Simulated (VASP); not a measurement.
# Ir2Cl (Fm-3m) in VASP: single point with r2SCAN

Aim: the single point of Ir2Cl with r2SCAN.

All numbers are computed with VASP 6.6.1; they aren't measurements. Logs are shortened: lines on timing, memory, paths and dates and some standing lists are left out, and cuts for length are marked.

## 1. The cell of the first run

Symmetry: Fm-3m, No. 225, cubic system. Conventional cell: a = 5.748 Å, b = 5.748 Å, c = 5.748 Å, α = 90.00°, β = 90.00°, γ = 90.00°. Within 3.3 Å of Ir (site symmetry -43m) lie 4 Cl at 2.49 Å and 6 Ir at 2.87 Å. Cl (site symmetry m-3m) has 8 Ir at 2.49 Å within 3.3 Å.

## 2. Single point, r2SCAN

The input, POSCAR:

```
Ir2Cl
1.0
    0.0000000000      2.8739315119      2.8739315119
    2.8739315119      0.0000000000      2.8739315119
    2.8739315119      2.8739315119      0.0000000000
Ir Cl
2 1
Direct
    0.2500000000      0.2500000000      0.2500000000
    0.7500000000      0.7500000000      0.7500000000
    0.0000000000      0.0000000000      0.0000000000
```

The input, INCAR.step1:

```
SYSTEM = Ir2Cl
ALGO = Normal ; EDIFF = 1E-4
ENCUT = 520 ; GGA = PE
ISMEAR = 0 ; LASPH = .True.
LCHARG = .False. ; LREAL = .False.
LWAVE = .True. ; NBANDS = 20
NELM = 100 ; PREC = Accurate
SIGMA = 0.1
```

The input, INCAR.step2:

```
SYSTEM = Ir2Cl
ALGO = Normal ; EDIFF = 1E-7
ENCUT = 520 ; ISIF = 2
ISMEAR = 0 ; ISTART = 1
LASPH = .True. ; LCHARG = .True.
LELF = .True. ; LMIXTAU = .True.
LREAL = .False. ; LVHAR = .True.
LWAVE = .False. ; METAGGA = R2SCAN
NBANDS = 20 ; NELM = 100
PREC = Accurate ; SIGMA = 0.1
```

The input, KPOINTS:

```
k-points
0
Gamma
  14 14 14
  0 0 0
```

Potentials or basis: VASP PAW PBE potentials, release 64 (Ir, Cl).

The run is started by

```bash
> cat potpaw_PBE.64/Ir/POTCAR potpaw_PBE.64/Cl/POTCAR > POTCAR
> cp INCAR.step1 INCAR
> mpirun -np 1 vasp_std > vasp.out
> cp INCAR.step2 INCAR
> mpirun -np 1 vasp_std > vasp.out
```

OUTCAR:

```text
SYSTEM = Ir2Cl
   EDIFF = 1E-7
   ENCUT = 520
   ISIF = 2
   ISMEAR = 0
   ISTART = 1
   LASPH = .True.
   LREAL = .False.
   METAGGA = R2SCAN
   NELM = 100
   PREC = Accurate

 ion  position               nearest neighbor table
   1  0.250  0.250  0.250-   3 2.49   3 2.49   3 2.49   3 2.49   2 2.87   2 2.87   2 2.87   2 2.87
                             2 2.87   2 2.87
   2  0.750  0.750  0.750-   3 2.49   3 2.49   3 2.49   3 2.49   1 2.87   1 2.87   1 2.87   1 2.87
                             1 2.87   1 2.87
   3  0.000  0.000  0.000-   2 2.49   2 2.49   2 2.49   1 2.49   1 2.49   1 2.49   2 2.49   1 2.49

  LATTYP: Found a face centered cubic cell.
 ALAT       =     5.7478630238

  Lattice vectors:

 A1 = (   0.0000000000,   2.8739315119,   2.8739315119)
 A2 = (   2.8739315119,   0.0000000000,   2.8739315119)
 A3 = (   2.8739315119,   2.8739315119,   0.0000000000)

Analysis of symmetry for initial positions (statically):
=====================================================================
 Subroutine PRICEL returns:
 Original cell was already a primitive cell.

 Routine SETGRP: Setting up the symmetry group for a
 face centered cubic supercell.

 Subroutine GETGRP returns: Found 48 space group operations
 (whereof 48 operations were pure point group operations)
 out of a pool of 48 trial point group operations.

The static configuration has the point symmetry O_h .

Analysis of symmetry for dynamics (positions and initial velocities):
=====================================================================
 Subroutine PRICEL returns:
 Original cell was already a primitive cell.

 Routine SETGRP: Setting up the symmetry group for a
 face centered cubic supercell.

 Subroutine GETGRP returns: Found 48 space group operations
 (whereof 48 operations were pure point group operations)
 out of a pool of 48 trial point group operations.

The dynamic configuration has the point symmetry O_h .

 Subroutine INISYM returns: Found 48 space group operations
 (whereof 48 operations are pure point group operations),
 and found     1 'primitive' translations

----------------------------------------------------------------------------------------

                                     Primitive cell

  volume of cell :      47.4744

  direct lattice vectors                    reciprocal lattice vectors
     0.000000000  2.873931512  2.873931512    -0.173977702  0.173977702  0.173977702
     2.873931512  0.000000000  2.873931512     0.173977702 -0.173977702  0.173977702
[... 80 lines left out ...]
   ICHARG =      0    charge: 1-file 2-atom 10-const
   ISPIN  =      1    spin polarized calculation?
   LNONCOLLINEAR =      F non collinear calculations
   LSORBIT =      F    spin-orbit coupling
   LASPH  =      T    aspherical Exc in radial PAW
   ENCUT  =  520.0 eV  38.22 Ry    6.18 a.u.   7.56  7.56  7.56*2*pi/ulx,y,z
   NELM   =    100;   NELMIN=  2; NELMDL=  0     # of ELM steps
   EDIFF  = 0.1E-06   stopping-criterion for ELM
   LREAL  =      F    real-space projection
   EDIFFG = 0.1E-05   stopping-criterion for IOM
   NSW    =      0    number of steps for IOM
   IBRION =     -1    ionic relax: 0-MD 1-quasi-New 2-CG
   NFREE  =      0    steps in history (QN), initial steepest desc. (CG)
   ISIF   =      2    stress and relaxation
   ISYM   =      2    0-nonsym 1-usesym 2-fastsym
   POTIM  = 0.5000    time-step for ionic-motion
   TEBEG  =    0.0;   TEEND  =   0.0 temperature during run
   PSTRESS=    0.0 pullay stress
   NELECT =      25.0000    total number of electrons
   NUPDOWN=      -1.0000    fix difference up-down
   EMIN   =  10.00;   EMAX   =-10.00  energy-range for DOS
   EFERMI =   0.00;   METHOD = LEGACY
   ISMEAR =     0;   SIGMA  =   0.10  broadening in eV -4-tet -1-fermi 0-gaus
   EFERMI_NEDOS =   21; number of points for ismear=-14 and -15
   IALGO  =     38    algorithm
   IMIX   =      4    mixing-type and parameters
     AMIX     =   0.40;   BMIX     =  1.00
     AMIX_MAG =   1.60;   BMIX_MAG =  1.00
  volume/ion in A,a.u.               =      15.82       106.79
  Fermi-wavevector in a.u.,A,eV,Ry     =   1.322011  2.498239 23.779082  1.747713
  Thomas-Fermi vector in A             =   2.451723
   LORBIT       =      0    0 simple, 1 ext, 2 COOP (PROOUT), +10 PAW based schemes
   METAGGA = R2SCAN    functional components
   LHFCALC =     F    Hartree Fock is set to
   AEXX    =    0.0000 exact exchange contribution
   IVDW    =     0    specifies the selected vdW correction
   LEPSILON=     F    determine dielectric tensor
   LRPA    =     F    only Hartree local field effects (RPA)
 non-spin polarized calculation
 Gauss-broadening in eV      SIGMA  =   0.10
  energy-cutoff  :      520.00
  volume of cell :       47.47
 maximum number of plane-waves:      1299
   NGX = 15   NGY = 15   NGZ = 15

 number of electron      25.0000003 magnetization

 Free energy of the ion-electron system (eV)
  ---------------------------------------------------
  ext. energy  EPLUGINS =         0.00000000
  ---------------------------------------------------
  free energy    TOTEN  =      -105.79961582 eV

  energy without entropy =     -105.78302183  energy(sigma->0) =     -105.79131882

 E-fermi :   8.5075     XC(G=0): -13.3690

 val. band max:        8.5035165888   @ k =  -0.2143   0.3571   0.1429
 cond. band min:       8.5092531315   @ k =   0.2857   0.1429   0.0714
 fundamental gap:      0.0057365427
 Fermi energy:         8.5075086474

 k-point     1 :       0.0000    0.0000    0.0000
  band No.  band energies     occupation
      1     -12.1178      2.00000
      2      -0.9297      2.00000
      3      -0.9297      2.00000
      4      -0.9297      2.00000
      5       3.0750      2.00000
      6       3.0750      2.00000
[... 541 lines left out ...]
     19      18.4112      0.00000
     20      19.5181      0.00000

 [... further k-points ...]
[... 5 lines left out ...]
  --------------------------------------------------------------------------------------
  -------------------------------------------------------------------------------------
  Total        0.4155008      0.4155008      0.4155008      0.0000000     -0.0000000      0.0000000
  in kB       14.0224293     14.0224293     14.0224293      0.0000000     -0.0000000      0.0000000
  external PRESSURE =      14.0224293 kB  Pullay stress =       0.0000000 kB

 VOLUME and BASIS-vectors are now :
 -----------------------------------------------------------------------------
  energy-cutoff  :      520.00
  volume of cell :       47.47
      direct lattice vectors                 reciprocal lattice vectors
     0.000000000  2.873931512  2.873931512    -0.173977702  0.173977702  0.173977702
     2.873931512  0.000000000  2.873931512     0.173977702 -0.173977702  0.173977702
     2.873931512  2.873931512  0.000000000     0.173977702  0.173977702 -0.173977702

 POSITION                                       TOTAL-FORCE (eV/Angst)
 -----------------------------------------------------------------------------------
      1.43697      1.43697      1.43697         0.000000      0.000000     -0.000000
      4.31090      4.31090      4.31090        -0.000000     -0.000000      0.000000
      0.00000      0.00000      0.00000         0.000000     -0.000000     -0.000000
 -----------------------------------------------------------------------------------
    total drift:                               -0.000000      0.000000      0.000000

  FREE ENERGIE OF THE ION-ELECTRON SYSTEM (eV)
  ---------------------------------------------------
  free  energy   TOTEN  =      -105.7996158236 eV

  energy  without entropy=     -105.7830218252  energy(sigma->0) =     -105.79131882
```

OUTCAR.step1:

```text
SYSTEM = Ir2Cl
   EDIFF = 1E-4
   ENCUT = 520
   GGA = PE
   ISMEAR = 0
[... 779 lines left out ...]
      1.43697      1.43697      1.43697        -0.000000      0.000000     -0.000000
      4.31090      4.31090      4.31090         0.000000      0.000000      0.000000
      0.00000      0.00000      0.00000        -0.000000     -0.000000     -0.000000
 -----------------------------------------------------------------------------------
    total drift:                               -0.000000      0.000000      0.000000

  FREE ENERGIE OF THE ION-ELECTRON SYSTEM (eV)
  ---------------------------------------------------
  free  energy   TOTEN  =       -14.6609546567 eV

  energy  without entropy=      -14.6451911550  energy(sigma->0) =      -14.65307291
```

OSZICAR.step1:

```text
N       E                     dE             d eps       ncg     rms          rms(c)
DAV:   1     0.220954250060E+03    0.22095E+03   -0.11075E+04  4160   0.116E+03
DAV:   2    -0.221237911188E+01   -0.22317E+03   -0.20988E+03  4172   0.330E+02
DAV:   3    -0.147838886907E+02   -0.12572E+02   -0.12104E+02  5256   0.823E+01
DAV:   4    -0.151018291749E+02   -0.31794E+00   -0.31629E+00  4784   0.131E+01
DAV:   5    -0.151103201840E+02   -0.84910E-02   -0.84879E-02  5220   0.214E+00    0.335E+01
DAV:   6    -0.147139063771E+02    0.39641E+00   -0.78609E-01  4824   0.845E+00    0.190E+01
DAV:   7    -0.146704658485E+02    0.43441E-01   -0.21738E-01  4612   0.310E+00    0.442E+00
DAV:   8    -0.146631917701E+02    0.72741E-02   -0.26557E-02  5208   0.154E+00    0.131E+00
DAV:   9    -0.146610709491E+02    0.21208E-02   -0.13705E-02  4872   0.936E-01    0.609E-01
DAV:  10    -0.146609506962E+02    0.12025E-03   -0.38076E-04  4776   0.159E-01    0.182E-01
DAV:  11    -0.146609546567E+02   -0.39605E-05   -0.20342E-05  2748   0.431E-02
   1 F= -.14660955E+02 E0= -.14653073E+02  d E =-.157635E-01
```

Run time: 16 min. Hardware: 1 thread of AMD EPYC 7R13, shared host; peak memory 0.21 GiB.

What came out:

```
Free energy            : -105.7996 eV
Pressure               : 1.4 GPa
Band gap on the k mesh : zero (an odd number of electrons rules out a gap without spin polarisation)
```

Caveat: the PAW data sets were made with another functional, which shifts forces and pressure a little; spin-orbit coupling is left out, which moves the levels of the heavy elements; an odd number of electrons without spin polarisation forces a metal; a magnetic or distorted state may lie lower.
